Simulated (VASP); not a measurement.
CoO, 2 atoms in the cell. The typed cell holds 2 atoms: a = 3.079 Å, b = 3.049 Å, c = 3.049 Å, α = 119.38°, β = 120.32°, γ = 89.98°. 

```yaml
Program: VASP 6.6.1
Task: single point
Functional: PBE
Potentials_or_basis: VASP PAW PBE potentials, release 64 (Co, O)
Cutoff: 520 eV
k_mesh: 12 × 12 × 12
Occupations: fermi-dirac, width 0.05 eV
Spin: collinear spin, ferromagnetic start
Starting_moments: "[2.0, 0.0] μB"
Hubbard_terms: Co d U = 4.0 eV
Dipole_correction: no
Further_INCAR_settings: ALGO = Normal; EDIFF = 1e-06; NBANDS = 18
```

Potentials or basis: VASP PAW PBE potentials, release 64 (Co, O).

Launch:

```bash
$ cat potpaw_PBE.64/Co/POTCAR potpaw_PBE.64/O/POTCAR > POTCAR
$ mpirun -np 1 vasp_std > vasp.out
```

Hardware: 1 thread of Oxide Virtual Turin-like Processor, with other jobs on the host.

Problem. Estimate the wall time of this run.

Solution. Wall time 18 min on 1 thread of Oxide Virtual Turin-like Processor (shared host), peak memory 0.34 GiB. Counts: scf iterations 33, k points 476.
